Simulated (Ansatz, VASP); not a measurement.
## BN in VASP and in Ansatz

File INCAR:

```
PREC = Accurate
ENCUT = 520
EDIFF = 1E-7
ISMEAR = -1
SIGMA = 0.02
LREAL = False
LASPH = True
NELM = 80
ALGO = Normal
ISIF = 2
LWAVE = False
LCHARG = False
GGA = PE
NBANDS = 16
```

KPOINTS

```
regular mesh
0
Gamma
  12 8 12
```

Contents of POSCAR:

```
BN
1.0
   -1.8123558154      1.8123558154      0.0000000000
    0.0000000000      0.0000000000      3.6247116308
    1.8123558154      1.8123558154      0.0000000000
B N
2 2
Direct
    0.0000000000      0.0000000000      0.0000000000
    0.5000000000      0.5000000000      0.5000000000
    0.0000000000      0.2500000000      0.5000000000
    0.5000000000      0.7500000000      0.0000000000
```

Input for Ansatz:

```yaml
crystal:
  lattice:
    - [-1.8123558154, 1.8123558154, 0.0]
    - [0.0, 0.0, 3.6247116308]
    - [1.8123558154, 1.8123558154, 0.0]
  atoms:
    - { symbol: B, position: [0.0, 0.0, 0.0] }
    - { symbol: B, position: [0.5, 0.5, 0.5] }
    - { symbol: "N", position: [0.0, 0.25, 0.5] }
    - { symbol: "N", position: [0.5, 0.75, 0.0] }
kpoints:
  mp_grid: { grid: [12, 8, 12] }
scf:
  occupations: { method: fermi_dirac, width: 0.02 }
hamiltonian:
  xc: pbe
  pseudopotentials: { kind: all_electron, lapw: { basis_error: 0.001 } }
output:
  forces: true
  stress: true
  eigenvalues: true
```

Alike in both runs: task single point; functional PBE; k mesh 12 × 8 × 12; occupations fermi-dirac, width 0.02 eV; no spin polarisation.

```csv
,VASP,Ansatz
version,VASP 6.6.1,Ansatz 0.2.0
potentials or method,"VASP PAW PBE potentials, release 64 (B, N), cutoff 520 eV","all-electron LAPW, scalar-relativistic"
```

```tsv
	VASP	Ansatz	Ansatz less VASP
gap on the k mesh at the Fermi level (eV)	4.45	4.46	+0.008
pressure (GPa)	0.2	0.0	-0.24
```

Ansatz ran all-electron here, and VASP with PAW potentials.
